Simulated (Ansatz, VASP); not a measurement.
## One calculation of As, two programs

File INCAR:

```
SYSTEM = As
PREC = Accurate
ENCUT = 520
EDIFF = 1E-7
ISMEAR = 0
SIGMA = 0.02
LREAL = .FALSE.
LASPH = .TRUE.
NELM = 80
ALGO = Normal
ISIF = 2
LWAVE = .FALSE.
LCHARG = .FALSE.
LDIPOL = .TRUE.
IDIPOL = 3
DIPOL = 0.5 0.5 0.500
GGA = PE
IVDW = 12
NBANDS = 12
```

File KPOINTS:

```
Automatic mesh
0
G
  9 9 1
  0 0 0
```

File POSCAR:

```
As
1.0
    3.5210000000      0.0000000000      0.0000000000
   -1.7605000000      3.0492754467      0.0000000000
    0.0000000000      0.0000000000     28.5742413766
As
2
Direct
    0.3333333333      0.6666666667      0.4895185319
    0.6666666667      0.3333333333      0.5104814681
```

Input for Ansatz:

```yaml
crystal:
  lattice:
    - [3.521, 0.0, 0.0]
    - [-1.7605, 3.0492754467, 0.0]
    - [0.0, 0.0, 28.5742413766]
  atoms:
    - { symbol: As, position: [0.3333333333, 0.6666666667, 0.4895185319] }
    - { symbol: As, position: [0.6666666667, 0.3333333333, 0.5104814681] }
  periodic: [true, true, false]
basis:
  ecutwfc: 420
kpoints:
  mp_grid: { grid: [9, 9, 1] }
hamiltonian:
  xc: pbe
  dispersion: d3bj
scf:
  occupations: { method: gaussian, width: 0.02 }
output:
  forces: true
  stress: true
  eigenvalues: true
```

Alike in both runs: task single point; functional PBE; dispersion D3(BJ); k mesh 9 × 9 × 1; occupations gaussian, width 0.02 eV; no spin polarisation.

```csv
,VASP,Ansatz
version,VASP 6.6.1,Ansatz 0.2.0
potentials or method,"VASP PAW PBE potentials, release 64 (As), cutoff 520 eV","scalar-relativistic, plane waves, PAW"
valence electrons in the cell,10,30
```

|  | VASP | Ansatz | Ansatz less VASP |
| --- | --- | --- | --- |
| gap on the k mesh at the Fermi level (eV) | none | none | - |
| rms of the force components (eV/Å) | 3.399 | 3.339 | -0.0602 |

Atom by atom the forces differ by 0.060 eV/Å (rms over components). A gap of «none» marks a metal or a gap that the smearing closes. VASP's potentials hold 10 valence electrons a cell and Ansatz's 30, so a difference there can come from the potentials and not from the codes.
